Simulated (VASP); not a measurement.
Input of a VASP 6.6.1 run:

Contents of INCAR:

```
PREC = Accurate
ENCUT = 520
EDIFF = 1E-6
ISMEAR = 0
SIGMA = 0.05
LREAL = F
LASPH = T
NELM = 80
ALGO = Normal
ISIF = 2
LWAVE = F
LCHARG = F
GGA = PS
NBANDS = 64
```

KPOINTS

```
Automatic mesh
0
Gamma
  6 6 6
```

POSCAR

```
SnO2
1.0
    3.3180499046      1.9156770056      3.8031488006
   -3.3180499046      1.9156770056      3.8031488006
    0.0000000000     -3.8313540111      3.8031488006
Sn O
4 8
Direct
    0.8646807174      0.8646807174      0.8646807174
    0.3648245829      0.3648245829      0.8648190111
    0.3648245829      0.8648190111      0.3648245829
    0.8648190111      0.3648245829      0.3648245829
    0.1235003534      0.6233501671      0.6233501671
    0.6233501671      0.1235003534      0.6233501671
    0.6233501671      0.6233501671      0.1235003534
    0.6062113146      0.6062113146      0.6062113146
    0.1234715296      0.1234715296      0.1234715296
    0.1060883083      0.1060883083      0.6062369573
    0.1060883083      0.6062369573      0.1060883083
    0.6062369573      0.1060883083      0.1060883083
```

Potentials or basis: VASP PAW PBE potentials, release 64 (Sn_d, O).

Launch:

```console
$ cat potpaw_PBE.64/Sn_d/POTCAR potpaw_PBE.64/O/POTCAR > POTCAR
$ mpirun -np 1 vasp_std > vasp.out
```

What does it give for the pressure?

2.9 GPa.

What does it give for the band gap on the k mesh?

1.11 eV.

Predict the largest force.

0.985 eV/Å.

Stress tensor (GPa, compression positive):
```
1.14 0.00 0.00
0.00 1.14 0.00
0.00 0.00 6.55
```

Caveat: the PAW data sets were made with another functional, which shifts forces and pressure a little; spin-orbit coupling is left out, which moves the levels of the heavy elements.
